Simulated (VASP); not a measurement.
SnSe2:

```xyz
3
Lattice="3.8110 0.0000 0.0000 -1.9055 3.3004 0.0000 0.0000 0.0000 6.1360" Properties=species:S:1:pos:R:3 pbc="T T T"
Sn    0.0000    0.0000    0.0000
Se    0.0000    2.2003    1.5279
Se    1.9055    1.1001    4.6081
```

* Program: VASP 6.6.1
* Task: relaxation of cell and atoms
* Functional: PBE
* Potentials or basis: VASP PAW PBE potentials, release 64 (Sn_d, Se)
* Cutoff: 600 eV
* k mesh: 12 × 12 × 6
* Occupations: gaussian, width 0.01 eV
* Spin: no spin polarisation

At the start: pressure 5.6 GPa; volume 25.73 Å³/atom.

Question: How do energy, volume and symmetry change on relaxing?

Answer: Over 20 steps the energy falls by 41.7 meV/atom and the volume is 29.79 Å³/atom (+15.8 %); space group P-3m1 (No. 164, to 0.05 Å).

Step by step:
| step | energy change (eV) | largest force (eV/Å) | pressure (GPa) | volume (Å³) |
| --- | --- | --- | --- | --- |
| 1 | 0.0000 | 0.8061 | 5.63 | 77.18 |
| 2 | -0.0417 | 0.6287 | -3.33 | 87.72 |
| 3 | -0.1089 | 0.0661 | -0.01 | 82.77 |
| 4 | -0.1089 | 0.0511 | 0.08 | 82.65 |
| 5 | -0.1101 | 0.0638 | 0.10 | 82.74 |
| 6 | -0.1123 | 0.1019 | 0.15 | 83.01 |
| 7 | -0.1106 | 0.1794 | 0.29 | 83.50 |
| 8 | -0.1128 | 0.1217 | 0.19 | 83.15 |
| 9 | -0.1137 | 0.1177 | 0.16 | 83.37 |
| 10 | -0.1163 | 0.1056 | 0.08 | 84.05 |
| 11 | -0.1201 | 0.0800 | -0.05 | 85.40 |
| 12 | -0.1236 | 0.0231 | -0.22 | 88.14 |
| 13 | -0.1238 | 0.0114 | -0.25 | 88.71 |
| 14 | -0.1243 | 0.0718 | 0.34 | 88.77 |
| 15 | -0.1246 | 0.0415 | 0.12 | 88.75 |
| 16 | -0.1250 | 0.0137 | 0.05 | 89.25 |
| 17 | -0.1250 | 0.0058 | 0.06 | 89.18 |
| 18 | -0.1251 | 0.0203 | -0.06 | 89.42 |
| 19 | -0.1251 | 0.0145 | -0.01 | 89.32 |
| 20 | -0.1251 | 0.0035 | 0.00 | 89.36 |

Final structure:
```
Sn Se
1.0
     3.87407    0.00000    0.00000
    -1.93704    3.35505    0.00000
     0.00000    0.00000    6.87482
Sn Se
1 2
Direct
  0.00000 0.00000 0.00000
  0.33333 0.66667 0.23208
  0.66667 0.33333 0.76792
```

Caveat: the volume moved by over 15 % at a fixed basis, so the end points are rough; this functional lacks dispersion, which binds the layers, so the pressure and a relaxed spacing across them are unreliable; the volume moved by +16 % from the deposited cell, more than functionals usually miss.
